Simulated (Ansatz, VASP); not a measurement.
## One calculation of Si, two programs

Contents of INCAR:

```
SYSTEM = Si
PREC = Accurate ; ENCUT = 520
EDIFF = 1E-6 ; ISMEAR = -1
SIGMA = 0.05 ; LREAL = .False.
LASPH = .True. ; NELM = 60
ALGO = Normal ; ISIF = 2
LWAVE = .False. ; LCHARG = .True.
LELF = .True. ; LVHAR = .True.
NBANDS = 16
```

KPOINTS

```
regular mesh
0
Gamma
  8 8 8
  0 0 0
```

POSCAR

```
Si
1.0
   -3.3906656383      3.3906656383      1.9600890686
    3.3906656383     -3.3906656383      1.9600890686
    3.3906656383      3.3906656383     -1.9600890686
Si
4
Direct
    0.8211989400      0.1788010600      0.0000000000
    0.1788010600      0.8211989400      0.0000000000
    0.8211989400      0.8211989400      0.6423978800
    0.1788010600      0.1788010600      0.3576021200
```

input.yaml

```yaml
crystal:
  lattice:
    - [-3.3906656383, 3.3906656383, 1.9600890686]
    - [3.3906656383, -3.3906656383, 1.9600890686]
    - [3.3906656383, 3.3906656383, -1.9600890686]
  atoms:
    - { symbol: Si, position: [0.82119894, 0.17880106, 0.0] }
    - { symbol: Si, position: [0.17880106, 0.82119894, 0.0] }
    - { symbol: Si, position: [0.82119894, 0.82119894, 0.64239788] }
    - { symbol: Si, position: [0.17880106, 0.17880106, 0.35760212] }
kpoints:
  mp_grid: { grid: [8, 8, 8] }
scf:
  occupations: { method: fermi_dirac, width: 0.05 }
hamiltonian:
  xc: lda
  pseudopotentials: { kind: all_electron, lapw: { basis_error: 0.002 } }
output:
  forces: true
  stress: true
  eigenvalues: true
```

Change from the starting cell: volume scaled by 1.06.

Alike in both runs: task single point; functional LDA; k mesh 8 × 8 × 8; occupations fermi-dirac, width 0.05 eV; no spin polarisation.

```csv
,VASP,Ansatz
version,VASP 6.6.1,Ansatz 0.2.0
potentials or method,"VASP PAW LDA potentials, release 64 (Si), cutoff 520 eV","all-electron LAPW, scalar-relativistic"
```

VASP gave:

```
gap on the k mesh at the Fermi level (eV)                     : 0.15
least direct gap on the mesh (eV)                             : 0.33
pressure (GPa)                                                : -6.0
traceless stress, the component that is largest in VASP (GPa) : -0.29
rms of the force components (eV/Å)                            : 0.056
```

Question: Estimate Ansatz's values.

Answer: gap on the k mesh at the Fermi level (eV): 0.14; least direct gap on the mesh (eV): 0.34; pressure (GPa): -6.0; traceless stress, the component that is largest in VASP (GPa): -0.27; rms of the force components (eV/Å): 0.057.

LDA's correlation is that of Perdew and Zunger in VASP and of Perdew and Wang (1992) in Ansatz. Atom by atom the forces differ by 0.002 eV/Å (rms over components). Ansatz ran all-electron here, and VASP with PAW potentials.
